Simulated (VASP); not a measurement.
# Bi (P6_3/mmc) in VASP: notebook

The runs below take Bi through single point, relaxation of cell and atoms, with PBEsol.

Program: VASP 6.6.1. These are calculated values, not measurements. Logs are shortened: lines on timing, memory, paths and dates and some standing lists are left out, and cuts for length are marked.

### Step 1. The cell of the first run

The structure is hexagonal, space group P6_3/mmc (No. 194). Conventional cell: a = 5.293 Å, b = 5.293 Å, c = 6.432 Å, α = 90.00°, β = 90.00°, γ = 120.00°. Within 4.0 Å of Bi (site symmetry -6m2) lie 5 Bi at 3.06 to 3.22 Å. Bi (site symmetry -6m2) has 3 Bi at 3.06 Å within 4.0 Å.

### Step 2. Single point, PBEsol

File INCAR:

```
SYSTEM = Bi
PREC     = Accurate       ! precision mode
ENCUT    = 520            ! plane-wave cutoff, eV
EDIFF    = 1E-7           ! SCF threshold, eV
ISMEAR   = 0              ! smearing method
SIGMA    = 0.1            ! smearing width, eV
LREAL    = .False.        ! projectors in reciprocal space
LASPH    = .True.         ! aspherical terms in the spheres
NELM     = 100            ! most SCF steps
ALGO     = Normal         ! electronic algorithm
ISIF     = 2              ! what is computed and relaxed
LWAVE    = .False.        ! write WAVECAR
LCHARG   = .False.        ! write CHGCAR
GGA      = PS             ! functional
NBANDS   = 38             ! bands
```

File KPOINTS:

```
Automatic mesh
0
Gamma
  6 6 4
  0 0 0
```

File POSCAR:

```
Bi
1.0
    5.2931793225      0.0000000000      0.0000000000
   -2.6465896612      4.5840277601      0.0000000000
    0.0000000000      0.0000000000      6.4323450641
Bi
4
Direct
    0.0000000000      0.0000000000      0.2500000000
    0.0000000000      0.0000000000      0.7500000000
    0.3333333333      0.6666666667      0.7500000000
    0.6666666667      0.3333333333      0.2500000000
```

Potentials or basis: VASP PAW PBE potentials, release 64 (Bi_d).

On the command line:

```sh
$ cat potpaw_PBE.64/Bi_d/POTCAR > POTCAR
$ mpirun -np 1 vasp_std > vasp.out
```

OUTCAR:

```text
SYSTEM = Bi
   PREC = Accurate
   ENCUT = 520
   EDIFF = 1E-7
   ISMEAR = 0
   LREAL = .False.
   LASPH = .True.
   NELM = 100
   ISIF = 2
   GGA = PS

 ion  position               nearest neighbor table
   1  0.000  0.000  0.250-   4 3.06   4 3.06   4 3.06   2 3.22   2 3.22
   2  0.000  0.000  0.750-   3 3.06   3 3.06   3 3.06   1 3.22   1 3.22
   3  0.333  0.667  0.750-   2 3.06   2 3.06   2 3.06
   4  0.667  0.333  0.250-   1 3.06   1 3.06   1 3.06

  LATTYP: Found a hexagonal cell.
 ALAT       =     5.2931793225
 C/A-ratio  =     1.2152138955

  Lattice vectors:

 A1 = (   5.2931793225,   0.0000000000,   0.0000000000)
 A2 = (  -2.6465896612,   4.5840277601,   0.0000000000)
 A3 = (   0.0000000000,   0.0000000000,   6.4323450641)

Analysis of symmetry for initial positions (statically):
=====================================================================
 Subroutine PRICEL returns:
 Original cell was already a primitive cell.

 Routine SETGRP: Setting up the symmetry group for a
 hexagonal supercell.

 Subroutine GETGRP returns: Found 24 space group operations
 (whereof 12 operations were pure point group operations)
 out of a pool of 24 trial point group operations.

The static configuration has the point symmetry D_3d.
 The point group associated with its full space group is D_6h.

Analysis of symmetry for dynamics (positions and initial velocities):
=====================================================================
 Subroutine PRICEL returns:
 Original cell was already a primitive cell.

 Routine SETGRP: Setting up the symmetry group for a
 hexagonal supercell.

 Subroutine GETGRP returns: Found 24 space group operations
 (whereof 12 operations were pure point group operations)
 out of a pool of 24 trial point group operations.

The dynamic configuration has the point symmetry D_3d.
 The point group associated with its full space group is D_6h.

 Subroutine INISYM returns: Found 24 space group operations
 (whereof 12 operations are pure point group operations),
 and found     1 'primitive' translations

----------------------------------------------------------------------------------------

                                     Primitive cell

  volume of cell :     156.0749

  direct lattice vectors                    reciprocal lattice vectors
     5.293179323  0.000000000  0.000000000     0.188922373  0.109074383  0.000000000
    -2.646589661  4.584027760  0.000000000     0.000000000  0.218148766  0.000000000
     0.000000000  0.000000000  6.432345064     0.000000000  0.000000000  0.155464296

  length of vectors
     5.293179323  5.293179322  6.432345064     0.218148766  0.218148766  0.155464296

  position of ions in fractional coordinates (direct lattice)
     0.000000000  0.000000000  0.250000000
     0.000000000  0.000000000  0.750000000
     0.333333333  0.666666667  0.750000000
     0.666666667  0.333333333  0.250000000

  ion indices of the primitive-cell ions
   primitive index   ion index
                 1           1
                 2           2
                 3           3
                 4           4

----------------------------------------------------------------------------------------

 KPOINTS: Automatic mesh

Automatic generation of k-mesh.
 Grid dimensions read from file:
 generate k-points for:    6    6    4

 Generating k-lattice:

  Cartesian coordinates                     Fractional coordinates (reciprocal lattice)
     0.031487062  0.018179064  0.000000000     0.166666667 -0.000000000  0.000000000
     0.000000000  0.036358128  0.000000000     0.000000000  0.166666667  0.000000000
     0.000000000  0.000000000  0.038866074     0.000000000  0.000000000  0.250000000

  Length of vectors
     0.036358128  0.036358128  0.038866074

  Shift w.r.t. Gamma in fractional coordinates (k-lattice)
     0.000000000  0.000000000  0.000000000

 Subroutine IBZKPT returns following result:
 ===========================================

 Found     21 irreducible k-points:

 Following reciprocal coordinates:
            Coordinates               Weight
  0.000000  0.000000  0.000000      1.000000
  0.166667  0.000000  0.000000      6.000000
  0.333333  0.000000  0.000000      6.000000
  0.500000  0.000000  0.000000      3.000000
  0.166667  0.166667  0.000000      6.000000
  0.333333  0.166667  0.000000     12.000000
[... 13 lines left out ...]
  0.333333  0.166667  0.500000     12.000000
  0.333333  0.333333  0.500000      2.000000
   k-points           NKPTS =     21   k-points in BZ     NKDIM =     21   number of bands    NBANDS=     38
   number of dos      NEDOS =    301   number of ions     NIONS =      4
   total plane-waves  NPLWV =  76800
   dimension x,y,z NGX =    40 NGY =   40 NGZ =   48
   dimension x,y,z NGXF=    80 NGYF=   80 NGZF=   96
   ions per type =               4
   NGX,Y,Z   is equivalent  to a cutoff of  12.56, 12.56, 12.41 a.u.
   NGXF,Y,Z  is equivalent  to a cutoff of  25.13, 25.13, 24.81 a.u.
[... 33 lines left out ...]
  Thomas-Fermi vector in A             =   2.326453
   LORBIT       =      0    0 simple, 1 ext, 2 COOP (PROOUT), +10 PAW based schemes
   GGA     = PS    functional components
   LHFCALC =     F    Hartree Fock is set to
   AEXX    =    0.0000 exact exchange contribution
   IVDW    =     0    specifies the selected vdW correction
   LEPSILON=     F    determine dielectric tensor
   LRPA    =     F    only Hartree local field effects (RPA)
 non-spin polarized calculation
 Gauss-broadening in eV      SIGMA  =   0.10
  energy-cutoff  :      520.00
  volume of cell :      156.07
 maximum number of plane-waves:      4232
 NGX is ok and might be reduce to    40

 number of electron      60.0000012 magnetization

 Free energy of the ion-electron system (eV)
  ---------------------------------------------------
  ext. energy  EPLUGINS =         0.00000000
  ---------------------------------------------------
  free energy    TOTEN  =       -15.78888590 eV

  energy without entropy =      -15.77199043  energy(sigma->0) =      -15.78043816

 E-fermi :   5.0436     XC(G=0):  -9.1624

 val. band max:        5.0205227656   @ k =   0.1667   0.0000   0.0000
 cond. band min:       5.1282302402   @ k =   0.3333   0.3333   0.5000
 fundamental gap:      0.1077074747
 Fermi energy:         5.0436370718

 k-point     1 :       0.0000    0.0000    0.0000
  band No.  band energies     occupation
      1     -17.7751      2.00000
      2     -17.6355      2.00000
      3     -17.6355      2.00000
      4     -17.6284      2.00000
      5     -17.6284      2.00000
      6     -17.6276      2.00000
[... 30 lines left out ...]
     37       9.4015      0.00000
     38      10.2287      0.00000

 k-point     2 :       0.1667    0.0000    0.0000
  band No.  band energies     occupation
      1     -17.7764      2.00000
      2     -17.6601      2.00000
      3     -17.6540      2.00000
      4     -17.6520      2.00000
      5     -17.6479      2.00000
      6     -17.6307      2.00000
[... 30 lines left out ...]
     37      10.1701      0.00000
     38      10.1712      0.00000

 k-point     3 :       0.3333    0.0000    0.0000
  band No.  band energies     occupation
      1     -17.7806      2.00000
      2     -17.6972      2.00000
      3     -17.6889      2.00000
      4     -17.6838      2.00000
      5     -17.6796      2.00000
      6     -17.6351      2.00000
[... 30 lines left out ...]
     37       9.9498      0.00000
     38      11.3186      0.00000

 k-point     4 :       0.5000    0.0000    0.0000
  band No.  band energies     occupation
      1     -17.7837      2.00000
      2     -17.7124      2.00000
      3     -17.7041      2.00000
      4     -17.6990      2.00000
      5     -17.6892      2.00000
      6     -17.6372      2.00000
[... 30 lines left out ...]
     37      10.0143      0.00000
     38      10.7746      0.00000
[... 580 lines left out ...]
      4     -17.6646      2.00000
      5     -17.6441      2.00000
      6     -17.6441      2.00000
[... 30 lines left out ...]
     37      11.1679      0.00000
     38      11.1679      0.00000

 k-point    20 :       0.3333    0.1667    0.5000
  band No.  band energies     occupation
      1     -17.7330      2.00000
      2     -17.7330      2.00000
      3     -17.6768      2.00000
      4     -17.6768      2.00000
      5     -17.6425      2.00000
      6     -17.6425      2.00000
[... 30 lines left out ...]
     37      10.4649      0.00000
     38      10.4649      0.00000

 k-point    21 :       0.3333    0.3333    0.5000
  band No.  band energies     occupation
      1     -17.7489      2.00000
      2     -17.7489      2.00000
      3     -17.6610      2.00000
      4     -17.6610      2.00000
      5     -17.6529      2.00000
      6     -17.6529      2.00000
[... 30 lines left out ...]
     37      10.6933      0.00000
     38      10.6933      0.00000

------------------------ aborting loop because EDIFF is reached ----------------------------------------

  FORCE on cell =-STRESS in cart. coord.  units (eV):
  Direction    XX          YY          ZZ          XY          YZ          ZX
  --------------------------------------------------------------------------------------
  -------------------------------------------------------------------------------------
  Total        0.0862678      0.0862678      0.0104455      0.0000000      0.0000000      0.0000000
  in kB        0.8855769      0.8855769      0.1072276      0.0000000      0.0000000      0.0000000
  external PRESSURE =       0.6261271 kB  Pullay stress =       0.0000000 kB

 VOLUME and BASIS-vectors are now :
 -----------------------------------------------------------------------------
  energy-cutoff  :      520.00
  volume of cell :      156.07
      direct lattice vectors                 reciprocal lattice vectors
     5.293179323  0.000000000  0.000000000     0.188922373  0.109074383  0.000000000
    -2.646589661  4.584027760  0.000000000     0.000000000  0.218148766  0.000000000
     0.000000000  0.000000000  6.432345064     0.000000000  0.000000000  0.155464296

 POSITION                                       TOTAL-FORCE (eV/Angst)
 -----------------------------------------------------------------------------------
      0.00000      0.00000      1.60809         0.000000     -0.000000     -0.000000
      0.00000      0.00000      4.82426         0.000000     -0.000000     -0.000000
     -0.00000      3.05602      4.82426        -0.000000      0.000000     -0.000000
      2.64659      1.52801      1.60809         0.000000      0.000000      0.000000
 -----------------------------------------------------------------------------------
    total drift:                                0.000000     -0.000000      0.000000

  FREE ENERGIE OF THE ION-ELECTRON SYSTEM (eV)
  ---------------------------------------------------
  free  energy   TOTEN  =       -15.7888858970 eV

  energy  without entropy=      -15.7719904309  energy(sigma->0) =      -15.78043816
```

Run time: 95 s. Hardware: 1 thread of Intel Xeon Platinum 8375C at 2.90GHz (Ice Lake), shared host; peak memory 0.3 GiB.

What came out:

- Free energy: -15.7889 eV
- Pressure: 0.1 GPa
- Band gap on the k mesh: zero (band 30 reaches 5.37 eV, above the bottom of band 31 at 4.98 eV)

Caveat: the PAW data sets were made with another functional, which shifts forces and pressure a little; spin-orbit coupling is left out, which moves the levels of the heavy elements.

### Step 3. Single point, PBEsol

This run uses another cell than the first one: it holds 2 atoms, not 4.

File INCAR:

```
SYSTEM = Bi
PREC     = Accurate       ! precision mode
ENCUT    = 520            ! plane-wave cutoff, eV
EDIFF    = 1E-7           ! SCF threshold, eV
ISMEAR   = 0              ! smearing method
SIGMA    = 0.1            ! smearing width, eV
LREAL    = .False.        ! projectors in reciprocal space
LASPH    = .True.         ! aspherical terms in the spheres
NELM     = 80             ! most SCF steps
ALGO     = Fast           ! electronic algorithm
ISIF     = 2              ! what is computed and relaxed
LWAVE    = .False.        ! write WAVECAR
LCHARG   = .True.         ! write CHGCAR
GGA      = PS             ! functional
LELF     = .True.         ! ELF
LVHAR    = .True.       
NBANDS   = 22             ! bands
```

File KPOINTS:

```
regular mesh
0
Gamma
  6 6 4
  0 0 0
```

File POSCAR:

```
Bi
1.0
    3.4465950286      0.0000000000      0.0000000000
   -1.7232975143      2.9848388513      0.0000000000
    0.0000000000      0.0000000000      5.7947952774
Bi
2
Direct
    0.3333333333      0.6666666667      0.2500000000
    0.6666666667      0.3333333333      0.7500000000
```

Potentials or basis: VASP PAW PBE potentials, release 64 (Bi_d).

On the command line:

```sh
$ cat potpaw_PBE.64/Bi_d/POTCAR > POTCAR
$ mpirun -np 1 vasp_std > vasp.out
```

Wall time 43 s (1 thread of Intel Xeon Platinum 8259CL at 2.50GHz (Skylake/Cascade Lake), shared host); peak memory 0.18 GiB.

It converged, with:

- Free energy: -8.5425 eV
- Pressure: -0.1 GPa
- Band gap on the k mesh: zero (band 15 reaches 12.95 eV, above the bottom of band 16 at 5.37 eV)

Stress tensor (GPa, compression positive):
```
-0.08  0.00  0.00
 0.00 -0.08  0.00
 0.00  0.00 -0.16
```

Levels at points of the mesh, in eV from the Fermi level:
| k point | band 11 | band 12 | band 13 | band 14 | band 15 | band 16 | band 17 | band 18 | band 19 | band 20 |
| --- | --- | --- | --- | --- | --- | --- | --- | --- | --- | --- |
| (0.00, 0.00, 0.00) | -14.20 | -11.34 | -5.87 | 3.57 | 3.57 | 4.60 | 5.11 | 5.11 | 7.26 | 8.04 |
| (0.50, 0.00, 0.00) | -11.13 | -10.08 | -4.99 | -3.61 | -2.30 | -0.09 | 0.30 | 3.25 | 4.74 | 6.92 |
| (0.00, 0.00, 0.50) | -13.15 | -13.15 | -1.65 | -1.65 | 4.30 | 4.30 | 4.30 | 4.30 | 8.08 | 8.08 |
| (0.50, 0.00, 0.50) | -10.53 | -10.53 | -5.38 | -5.38 | 1.18 | 1.18 | 1.47 | 1.47 | 5.34 | 5.34 |

Caveat: the PAW data sets were made with another functional, which shifts forces and pressure a little; spin-orbit coupling is left out, which moves the levels of the heavy elements.

### Step 4. Single point, PBEsol

This run uses another cell than the first one: it holds 2 atoms, not 4.

File INCAR:

```
SYSTEM = Bi
PREC = Accurate ; ENCUT = 520
EDIFF = 1E-7 ; ISMEAR = 0
SIGMA = 0.1 ; LREAL = .False.
LASPH = .True. ; NELM = 100
ALGO = Normal ; ISIF = 2
LWAVE = .False. ; LCHARG = .True.
GGA = PS ; LELF = .True.
LVHAR = .True. ; NBANDS = 22
```

KPOINTS is that of step 3.

File POSCAR:

```
Bi
1.0
    3.7629691289      0.0000000000      0.0000000000
   -1.8814845645      3.2588268592      0.0000000000
    0.0000000000      0.0000000000      6.1074981812
Bi
2
Direct
    0.3333333333      0.6666666667      0.2500000000
    0.6666666667      0.3333333333      0.7500000000
```

On the command line:

```sh
$ cat potpaw_PBE.64/Bi_d/POTCAR > POTCAR
$ mpirun -np 1 vasp_std > vasp.out
```

Run time: 32 s. Hardware: 1 thread of Intel Xeon Platinum 8259CL at 2.50GHz (Skylake/Cascade Lake), shared host; peak memory 0.19 GiB.

Results (log left out):

| Quantity | Value |
| --- | --- |
| Free energy | -8.0389 eV |
| Pressure | -8.4 GPa |
| Band gap on the k mesh | zero (band 15 reaches 8.83 eV, above the bottom of band 16 at 3.50 eV) |

Stress tensor (GPa, compression positive):
```
-8.98  0.00  0.00
 0.00 -8.98  0.00
 0.00  0.00 -7.37
```

Levels at points of the mesh, in eV from the Fermi level:
```tsv
k point	band 11	band 12	band 13	band 14	band 15	band 16	band 17	band 18	band 19	band 20
(0.00, 0.00, 0.00)	-12.59	-10.57	-4.36	2.46	2.46	3.64	3.64	3.82	6.00	6.61
(0.50, 0.00, 0.00)	-10.65	-9.93	-3.78	-2.55	-1.64	0.19	0.23	2.52	4.56	6.48
(0.00, 0.00, 0.50)	-11.79	-11.79	-1.15	-1.15	3.02	3.02	3.02	3.02	6.88	6.88
(0.50, 0.00, 0.50)	-10.27	-10.27	-4.01	-4.01	1.08	1.08	1.14	1.14	5.19	5.19
```

Caveat: the PAW data sets were made with another functional, which shifts forces and pressure a little; spin-orbit coupling is left out, which moves the levels of the heavy elements.

### Step 5. Relaxation of cell and atoms, PBEsol

This run uses another cell than the first one: it holds 2 atoms, not 4.

File INCAR:

```
SYSTEM = Bi
  PREC = Accurate
  ENCUT = 600
  EDIFF = 1E-6
  ISMEAR = 0
  SIGMA = 0.1
  LREAL = .FALSE.
  LASPH = .TRUE.
  NELM = 80
  ALGO = Fast
  ISIF = 3
  LWAVE = .FALSE.
  LCHARG = .FALSE.
  GGA = PS
  IBRION = 2
  NSW = 90
  EDIFFG = -0.04
```

File KPOINTS:

```
Automatic mesh
0
G
  6 6 4
  0 0 0
```

POSCAR is that of step 4.

On the command line:

```sh
$ cat potpaw_PBE.64/Bi_d/POTCAR > POTCAR
$ mpirun -np 1 vasp_std > vasp.out
```

Run time: 4 min. Hardware: 1 thread of Intel Xeon Platinum 8259CL at 2.50GHz (Skylake/Cascade Lake), shared host; peak memory 0.22 GiB.

Results (log left out):

- Free energy: -8.5436 eV
- Relaxed volume: 29.89 Å³/atom
- Relaxed cell: a = 3.451 Å, b = 3.451 Å, c = 5.797 Å, α = 90.00°, β = 90.00°, γ = 120.00°
- Space group after relaxing (to 0.05 Å): P6_3/mmc (No. 194)
- Energy gained by relaxing: 252.1 meV/atom
- Ionic steps: 7
- Pressure after relaxing: -0.2 GPa
- Band gap on the k mesh: zero (band 15 reaches 12.88 eV, above the bottom of band 16 at 5.35 eV)

Step by step:
```tsv
step	energy change (eV)	largest force (eV/Å)	pressure (GPa)	volume (Å³)
1	0.0000	0.0000	-8.41	74.90
2	-0.4396	0.0000	5.23	55.55
3	-0.4997	0.0000	-0.02	59.60
4	-0.4995	0.0000	0.34	59.32
5	-0.5040	0.0000	0.30	59.30
6	-0.5041	0.0000	0.31	59.30
7	-0.5042	0.0000	-0.18	59.78
```

Final structure:
```xyz
2
Lattice="3.4508 0.0000 0.0000 -1.7254 2.9885 0.0000 0.0000 0.0000 5.7972" Properties=species:S:1:pos:R:3 pbc="T T T"
Bi    0.0000    1.9923    1.4493
Bi    1.7254    0.9962    4.3479
```

Levels at points of the mesh, in eV from the Fermi level:
```csv
k point,band 11,band 12,band 13,band 14,band 15,band 16,band 17,band 18,band 19
"(0.00, 0.00, 0.00)",-14.18,-11.33,-5.85,3.55,3.55,4.60,5.09,5.09,7.24
"(0.50, 0.00, 0.00)",-11.12,-10.08,-4.98,-3.60,-2.29,-0.09,0.29,3.24,4.73
"(0.00, 0.00, 0.50)",-13.14,-13.14,-1.64,-1.64,4.28,4.28,4.28,4.28,8.07
"(0.50, 0.00, 0.50)",-10.53,-10.53,-5.36,-5.36,1.18,1.18,1.46,1.46,5.33
```

Caveat: the volume moved by over 15 % at a fixed basis, so the end points are rough; the PAW data sets were made with another functional, which shifts forces and pressure a little; spin-orbit coupling is left out, which moves the levels of the heavy elements.

### Step 6. The runs side by side

| task | cell | cutoff (eV) | gap on the mesh (eV) | pressure (GPa) |
| --- | --- | --- | --- | --- |
| single point | a = 5.293, b = 5.293, c = 6.432 Å, angles 90.0, 90.0, 120.0°, 4 atoms | 520 | none | 0.1 |
| single point | a = 3.447, b = 3.447, c = 5.795 Å, angles 90.0, 90.0, 120.0°, 2 atoms | 520 | none | -0.1 |
| single point | a = 3.763, b = 3.763, c = 6.107 Å, angles 90.0, 90.0, 120.0°, 2 atoms | 520 | none | -8.4 |
| relaxation of cell and atoms | relaxed from a = 3.763, b = 3.763, c = 6.107 Å, angles 90.0, 90.0, 120.0°, 2 atoms | 600 | none | -0.2 |

Alike in all rows: level PBEsol; potentials or basis VASP PAW PBE potentials, release 64 (Bi_d); no spin polarisation; k mesh 6 × 6 × 4; smearing gaussian 0.1 eV.

Caveats: the PAW data sets were made with another functional, which shifts forces and pressure a little; spin-orbit coupling is left out, which moves the levels of the heavy elements; the volume moved by over 15 % at a fixed basis, so the end points are rough (some runs).

Absolute energies hang on the potentials; compare differences alone.
